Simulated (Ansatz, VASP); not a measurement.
Two plane-wave programs on WSe2

```
CELL_PARAMETERS angstrom
3.31436 0.00000 0.00000
-1.65718 2.87032 0.00000
0.00000 0.00000 15.99233
ATOMIC_POSITIONS crystal
W 0.00000 0.00000 0.00000
Se 0.33333 0.66667 0.10386
Se 0.33333 0.66667 0.89614
```

Change from the starting cell: strain along c alone, the other axes held, atoms relaxed: -4.0 %.

Alike in both runs: functional r2SCAN; k mesh 12 × 12 × 2; occupations gaussian, width 0.02 eV; no spin polarisation.

Ansatz relaxed the structure, and its values are those at the end. VASP's run is a single point on that final structure, the one shown.

```csv
,VASP,Ansatz
version,VASP 6.6.1,Ansatz 0.2.0
potentials or method,"VASP PAW PBE potentials, release 64 (W_sv, Se), cutoff 520 eV","scalar-relativistic, plane waves, PAW"
valence electrons in the cell,26,46
```

|  | VASP | Ansatz | Ansatz less VASP |
| --- | --- | --- | --- |
| gap on the k mesh at the Fermi level (eV) | 1.64 | 1.64 | +0.002 |
| least direct gap on the mesh (eV) | 1.64 | 1.64 | +0.002 |
| rms of the force components (eV/Å) | 0.021 | 0.000 | -0.0213 |

VASP's potentials were made for PBE, not for r2SCAN. With one functional, cell and mesh, what is left measures potentials, basis and numerics. VASP's potentials hold 26 valence electrons a cell and Ansatz's 46, so a difference there can come from the potentials and not from the codes. Ansatz's warnings: stress scf threshold loose.

Neither program's run includes spin-orbit coupling.
